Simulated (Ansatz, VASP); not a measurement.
# One calculation of SnO2, two programs

```
Sn O
1.0
     4.72017    0.00000    0.00000
     0.00000    4.72017    0.00000
     0.00000    0.00000    3.18876
Sn O
2 4
Direct
  0.00000 0.00000 0.00000
  0.50000 0.50000 0.50000
  0.30607 0.30607 0.00000
  0.69393 0.69393 0.00000
  0.19393 0.80607 0.50000
  0.80607 0.19393 0.50000
```

Alike in both runs: task single point; functional LDA; k mesh 6 × 6 × 8; occupations gaussian, width 0.02 eV; no spin polarisation.

```csv
,VASP,Ansatz
version,VASP 6.6.1,Ansatz 0.2.0
potentials or method,"VASP PAW LDA potentials, release 64 (Sn_d, O), cutoff 600 eV","scalar-relativistic, plane waves, PAW"
valence electrons in the cell,52,52
```

```csv
,VASP,Ansatz,Ansatz less VASP
gap on the k mesh at the Fermi level (eV),1.21,1.18,-0.030
least direct gap on the mesh (eV),1.21,1.18,-0.030
pressure (GPa),1.2,0.0,-1.19
"traceless stress, the component that is largest in VASP (GPa)",0.36,0.00,-0.359
rms of the force components (eV/Å),0.012,0.000,-0.0124
```

Ansatz warns that its potentials were made for another functional, while VASP's fit it. LDA's correlation is that of Perdew and Zunger in VASP and of Perdew and Wang (1992) in Ansatz. Atom by atom the forces differ by 0.012 eV/Å (rms over components).
